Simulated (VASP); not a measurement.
**As: single point with PBEsol**

The system is As.

```
CELL_PARAMETERS angstrom
0.00000 2.08863 2.08863
2.08863 0.00000 2.08863
2.08863 2.08863 0.00000
ATOMIC_POSITIONS crystal
As 0.00000 0.00000 0.00000
```

```json
{
 "Program": "VASP 6.6.1",
 "Task": "single point",
 "Functional": "PBEsol",
 "Potentials or basis": "VASP PAW PBE potentials, release 64 (As)",
 "Cutoff": "520 eV",
 "k mesh": "18 × 18 × 18",
 "Occupations": "methfessel-paxton, width 0.1 eV",
 "Spin": "no spin polarisation"
}
```

The pressure is 1.2 GPa.

Levels at points of the mesh, in eV from the Fermi level:
```
           k point  band 1  band 2  band 3  band 4  band 5  band 6
(0.00, 0.00, 0.00)  -15.63    6.06    6.06    6.06   12.47   12.47
(0.50, 0.00, 0.00)  -10.92   -7.17    4.22    4.22    9.99   11.35
(0.50, 0.50, 0.00)   -8.90   -6.02    0.49    0.49    4.94    5.51
```

It took 26 s on 1 thread of Intel(R) Xeon(R) Platinum 8375C CPU @ 2.90GHz (Ice Lake) (shared host), peak memory 0.15 GiB.

Caveat: the PAW data sets were made with another functional, which shifts forces and pressure a little.
